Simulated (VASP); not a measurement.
# Sn (Im-3m) in VASP: further runs

Sn is run at these levels: RPBE; tasks: single point.

Everything below comes from runs of VASP 6.6.1. Logs are shortened: lines on timing, memory, paths and dates and some standing lists are left out, and cuts for length are marked.

## (1) The cell of the first run

It takes space group Im-3m (No. 229, cubic). Conventional cell: a = 3.845 Å, b = 3.845 Å, c = 3.845 Å, α = 90.00°, β = 90.00°, γ = 90.00°. Sn (site symmetry m-3m) has 14 Sn at 3.33 to 3.84 Å within 4.4 Å.

## (2) Single point, RPBE

Input file INCAR:

```
SYSTEM = Sn
  PREC = Accurate
  ENCUT = 520
  EDIFF = 1E-6
  ISMEAR = -1
  SIGMA = 0.1
  LREAL = .False.
  LASPH = .True.
  NELM = 100
  ALGO = Normal
  ISIF = 2
  LWAVE = .False.
  LCHARG = .True.
  GGA = RP
  LELF = .True.
  LVHAR = .True.
  NBANDS = 13
```

Input file KPOINTS:

```
regular mesh
0
Gamma
  12 12 12
  0 0 0
```

Input file POSCAR:

```
Sn
1.0
   -1.9222643455      1.9222643455      1.9222643455
    1.9222643455     -1.9222643455      1.9222643455
    1.9222643455      1.9222643455     -1.9222643455
Sn
1
Direct
    0.0000000000      0.0000000000      0.0000000000
```

Potentials or basis: VASP PAW PBE potentials, release 64 (Sn_d).

Run with:

```bash
cat potpaw_PBE.64/Sn_d/POTCAR > POTCAR
mpirun -np 1 vasp_std > vasp.out
```

OUTCAR:

```text
SYSTEM = Sn
   PREC = Accurate
   ENCUT = 520
   EDIFF = 1E-6
   ISMEAR = -1
   LREAL = .False.
   LASPH = .True.
   NELM = 100
   ISIF = 2
   GGA = RP

 ion  position               nearest neighbor table
   1  0.000  0.000  0.000-

  LATTYP: Found a body centered cubic cell.
 ALAT       =     3.8445286910

  Lattice vectors:

 A1 = (  -1.9222643455,   1.9222643455,   1.9222643455)
 A2 = (   1.9222643455,  -1.9222643455,   1.9222643455)
 A3 = (   1.9222643455,   1.9222643455,  -1.9222643455)

Analysis of symmetry for initial positions (statically):
=====================================================================
 Subroutine PRICEL returns:
 Original cell was already a primitive cell.

 Routine SETGRP: Setting up the symmetry group for a
 body centered cubic supercell.

 Subroutine GETGRP returns: Found 48 space group operations
 (whereof 48 operations were pure point group operations)
 out of a pool of 48 trial point group operations.

The static configuration has the point symmetry O_h .

Analysis of symmetry for dynamics (positions and initial velocities):
=====================================================================
 Subroutine PRICEL returns:
 Original cell was already a primitive cell.

 Routine SETGRP: Setting up the symmetry group for a
 body centered cubic supercell.

 Subroutine GETGRP returns: Found 48 space group operations
 (whereof 48 operations were pure point group operations)
 out of a pool of 48 trial point group operations.

The dynamic configuration has the point symmetry O_h .

 Subroutine INISYM returns: Found 48 space group operations
 (whereof 48 operations are pure point group operations),
 and found     1 'primitive' translations

----------------------------------------------------------------------------------------

                                     Primitive cell

  volume of cell :      28.4118

  direct lattice vectors                    reciprocal lattice vectors
    -1.922264345  1.922264345  1.922264345     0.000000000  0.260109907  0.260109907
     1.922264345 -1.922264345  1.922264345     0.260109907  0.000000000  0.260109907
     1.922264345  1.922264345 -1.922264345     0.260109907  0.260109907  0.000000000

  length of vectors
     3.329459512  3.329459512  3.329459512     0.367850958  0.367850958  0.367850958

  position of ions in fractional coordinates (direct lattice)
     0.000000000  0.000000000  0.000000000

  ion indices of the primitive-cell ions
   primitive index   ion index
                 1           1

----------------------------------------------------------------------------------------

 KPOINTS: regular mesh

Automatic generation of k-mesh.
 Grid dimensions read from file:
 generate k-points for:   12   12   12

 Generating k-lattice:

  Cartesian coordinates                     Fractional coordinates (reciprocal lattice)
     0.000000000  0.021675826  0.021675826     0.083333333  0.000000000  0.000000000
     0.021675826  0.000000000  0.021675826     0.000000000  0.083333333  0.000000000
     0.021675826  0.021675826  0.000000000     0.000000000  0.000000000  0.083333333

  Length of vectors
     0.030654247  0.030654247  0.030654247

  Shift w.r.t. Gamma in fractional coordinates (k-lattice)
     0.000000000  0.000000000  0.000000000

 Subroutine IBZKPT returns following result:
 ===========================================

 Found     72 irreducible k-points:

 Following reciprocal coordinates:
            Coordinates               Weight
  0.000000  0.000000  0.000000      1.000000
  0.083333  0.000000  0.000000     12.000000
  0.166667  0.000000  0.000000     12.000000
  0.250000  0.000000  0.000000     12.000000
  0.333333  0.000000  0.000000     12.000000
  0.416667  0.000000  0.000000     12.000000
[... 16 lines left out ...]
  0.333333  0.083333  0.083333     24.000000
  0.416667  0.083333  0.083333     12.000000
 [... further k-points ...]
   k-points           NKPTS =     72   k-points in BZ     NKDIM =     72   number of bands    NBANDS=     13
   number of dos      NEDOS =    301   number of ions     NIONS =      1
   total plane-waves  NPLWV =  21952
   dimension x,y,z NGX =    28 NGY =   28 NGZ =   28
   dimension x,y,z NGXF=    56 NGYF=   56 NGZF=   56
   ions per type =               1
   NGX,Y,Z   is equivalent  to a cutoff of  13.98, 13.98, 13.98 a.u.
   NGXF,Y,Z  is equivalent  to a cutoff of  27.96, 27.96, 27.96 a.u.
 SYSTEM =  Sn
   PREC   = accura    normal or accurate (medium, high low for compatibility)
   ISTART =      0    job   : 0-new  1-cont  2-samecut
   ICHARG =      2    charge: 1-file 2-atom 10-const
   ISPIN  =      1    spin polarized calculation?
   LNONCOLLINEAR =      F non collinear calculations
   LSORBIT =      F    spin-orbit coupling
   LASPH  =      T    aspherical Exc in radial PAW
   ENCUT  =  520.0 eV  38.22 Ry    6.18 a.u.   6.19  6.19  6.19*2*pi/ulx,y,z
   NELM   =    100;   NELMIN=  2; NELMDL= -5     # of ELM steps
   EDIFF  = 0.1E-05   stopping-criterion for ELM
   LREAL  =      F    real-space projection
   EDIFFG = 0.1E-04   stopping-criterion for IOM
   NSW    =      0    number of steps for IOM
   IBRION =     -1    ionic relax: 0-MD 1-quasi-New 2-CG
   NFREE  =      0    steps in history (QN), initial steepest desc. (CG)
   ISIF   =      2    stress and relaxation
   ISYM   =      2    0-nonsym 1-usesym 2-fastsym
   POTIM  = 0.5000    time-step for ionic-motion
   TEBEG  =    0.0;   TEEND  =   0.0 temperature during run
   PSTRESS=    0.0 pullay stress
   NELECT =      14.0000    total number of electrons
   NUPDOWN=      -1.0000    fix difference up-down
   EMIN   =  10.00;   EMAX   =-10.00  energy-range for DOS
   EFERMI =   0.00;   METHOD = LEGACY
   ISMEAR =    -1;   SIGMA  =   0.10  broadening in eV -4-tet -1-fermi 0-gaus
   EFERMI_NEDOS =   21; number of points for ismear=-14 and -15
   IALGO  =     38    algorithm
   IMIX   =      4    mixing-type and parameters
     AMIX     =   0.40;   BMIX     =  1.00
     AMIX_MAG =   1.60;   BMIX_MAG =  1.00
  volume/ion in A,a.u.               =      28.41       191.73
  Fermi-wavevector in a.u.,A,eV,Ry     =   1.293057  2.443524 22.748899  1.671997
  Thomas-Fermi vector in A             =   2.424727
   LORBIT       =      0    0 simple, 1 ext, 2 COOP (PROOUT), +10 PAW based schemes
   GGA     = RP    functional components
   LHFCALC =     F    Hartree Fock is set to
   AEXX    =    0.0000 exact exchange contribution
   IVDW    =     0    specifies the selected vdW correction
   LEPSILON=     F    determine dielectric tensor
   LRPA    =     F    only Hartree local field effects (RPA)
 non-spin polarized calculation
  energy-cutoff  :      520.00
  volume of cell :       28.41
 maximum number of plane-waves:       784
 NGX is ok and might be reduce to    28
   NGX = 13   NGY = 13   NGZ = 13

 number of electron      14.0000002 magnetization

 Free energy of the ion-electron system (eV)
  ---------------------------------------------------
  ext. energy  EPLUGINS =         0.00000000
  ---------------------------------------------------
  free energy    TOTEN  =        -3.41888122 eV

  energy without entropy =       -3.39880991  energy(sigma->0) =       -3.40884556

 E-fermi :   7.7250     XC(G=0): -10.0826

 val. band max:        7.6907754952   @ k =   0.2500   0.1667   0.1667
 cond. band min:       7.7746293353   @ k =  -0.3333   0.3333   0.2500
 fundamental gap:      0.0838538401
 Fermi energy:         7.7250277504

 k-point     1 :       0.0000    0.0000    0.0000
  band No.  band energies     occupation
      1     -13.9355      2.00000
      2     -13.9355      2.00000
      3     -13.9355      2.00000
      4     -13.8164      2.00000
      5     -13.8164      2.00000
      6      -3.0770      2.00000
      7      15.3054      0.00000
      8      15.3054      0.00000
      9      15.3054      0.00000
     10      19.6566      0.00000
     11      19.6566      0.00000
     12      19.6566      0.00000
     13      20.0615      0.00000

 k-point     2 :       0.0833    0.0000    0.0000
  band No.  band energies     occupation
      1     -13.9381      2.00000
      2     -13.9315      2.00000
      3     -13.9229      2.00000
      4     -13.8193      2.00000
      5     -13.8168      2.00000
      6      -2.9311      2.00000
      7      14.0871      0.00000
      8      14.7603      0.00000
      9      15.1251      0.00000
     10      18.2735      0.00000
     11      18.5645      0.00000
     12      19.3525      0.00000
     13      20.7137      0.00000

 k-point     3 :       0.1667    0.0000    0.0000
  band No.  band energies     occupation
      1     -13.9452      2.00000
      2     -13.9219      2.00000
      3     -13.8884      2.00000
      4     -13.8263      2.00000
      5     -13.8179      2.00000
      6      -2.4933      2.00000
      7      11.6611      0.00000
      8      13.6960      0.00000
      9      14.6328      0.00000
     10      17.1601      0.00000
     11      17.5378      0.00000
     12      19.2942      0.00000
     13      21.0972      0.00000
[... 305 lines left out ...]
 k-point    23 :       0.3333    0.0833    0.0833
  band No.  band energies     occupation
      1     -13.9605      2.00000
      2     -13.9088      2.00000
      3     -13.8256      2.00000
      4     -13.8218      2.00000
      5     -13.7711      2.00000
      6       0.7227      2.00000
      7       4.9028      2.00000
      8       9.6555      0.00000
      9      11.0815      0.00000
     10      17.7653      0.00000
     11      18.3077      0.00000
     12      22.0326      0.00000
     13      23.1915      0.00000

 k-point    24 :       0.4167    0.0833    0.0833
  band No.  band energies     occupation
      1     -13.9626      2.00000
      2     -13.9078      2.00000
      3     -13.8226      2.00000
      4     -13.8219      2.00000
      5     -13.7636      2.00000
      6       1.5636      2.00000
      7       3.7990      2.00000
      8       9.4700      0.00000
      9      10.9509      0.00000
     10      17.6607      0.00000
     11      18.2156      0.00000
     12      22.6552      0.00000
     13      23.6377      0.00000

 [... further k-points ...]
[... 5 lines left out ...]
  --------------------------------------------------------------------------------------
  -------------------------------------------------------------------------------------
  Total       -0.0053500     -0.0053500     -0.0053500      0.0000000     -0.0000000      0.0000000
  in kB       -0.3016929     -0.3016929     -0.3016929      0.0000000     -0.0000000      0.0000000
  external PRESSURE =      -0.3016929 kB  Pullay stress =       0.0000000 kB

 VOLUME and BASIS-vectors are now :
 -----------------------------------------------------------------------------
  energy-cutoff  :      520.00
  volume of cell :       28.41
      direct lattice vectors                 reciprocal lattice vectors
    -1.922264345  1.922264345  1.922264345     0.000000000  0.260109907  0.260109907
     1.922264345 -1.922264345  1.922264345     0.260109907  0.000000000  0.260109907
     1.922264345  1.922264345 -1.922264345     0.260109907  0.260109907  0.000000000

 POSITION                                       TOTAL-FORCE (eV/Angst)
 -----------------------------------------------------------------------------------
      0.00000      0.00000      0.00000        -0.000000      0.000000     -0.000000
 -----------------------------------------------------------------------------------
    total drift:                               -0.000000     -0.000000     -0.000000

  FREE ENERGIE OF THE ION-ELECTRON SYSTEM (eV)
  ---------------------------------------------------
  free  energy   TOTEN  =        -3.4188812219 eV

  energy  without entropy=       -3.3988099052  energy(sigma->0) =       -3.40884556
```

It took 16 s on 1 thread of Intel Xeon 6975P-C (Granite Rapids), shared host; peak memory 0.16 GiB.

What came out:

- Free energy: -3.4189 eV
- Pressure: 0.0 GPa
- Band gap on the k mesh: zero (band 7 reaches 15.31 eV, above the bottom of band 8 at 5.35 eV)

Caveat: the PAW data sets were made with another functional, which shifts forces and pressure a little; spin-orbit coupling is left out, which moves the levels of the heavy elements.

## (3) Single point, RPBE (volume scaled by 0.92)

Input file INCAR:

```
  PREC = Accurate
  ENCUT = 520
  EDIFF = 1E-7
  ISMEAR = -1
  SIGMA = 0.1
  LREAL = F
  LASPH = T
  NELM = 80
  ALGO = Normal
  ISIF = 2
  LWAVE = F
  LCHARG = F
  GGA = RP
  NBANDS = 13
```

Input file KPOINTS:

```
Automatic mesh
0
Gamma
  13 13 13
```

Input file POSCAR:

```
Sn
1.0
   -1.8695728235      1.8695728235      1.8695728235
    1.8695728235     -1.8695728235      1.8695728235
    1.8695728235      1.8695728235     -1.8695728235
Sn
1
Direct
    0.0000000000      0.0000000000      0.0000000000
```

Potentials or basis: VASP PAW PBE potentials, release 64 (Sn_d).

Run with:

```bash
cat potpaw_PBE.64/Sn_d/POTCAR > POTCAR
mpirun -np 1 vasp_std > vasp.out
```

Wall time 12 s (1 thread of Intel Xeon 6975P-C (Granite Rapids), shared host); peak memory 0.14 GiB.

The run converged. Its results:

- Free energy: -3.3867 eV
- Pressure: 4.6 GPa
- Band gap on the k mesh: zero (band 7 reaches 17.09 eV, above the bottom of band 8 at 6.21 eV)

Levels at points of the mesh, in eV from the Fermi level:
```
           k point  band 5  band 6  band 7  band 8  band 9  band 10
(0.00, 0.00, 0.00)  -21.48  -11.34    8.42    8.42    8.42    12.17
```

Caveat: the PAW data sets were made with another functional, which shifts forces and pressure a little; spin-orbit coupling is left out, which moves the levels of the heavy elements.

(Continued in part 2 of 2.)
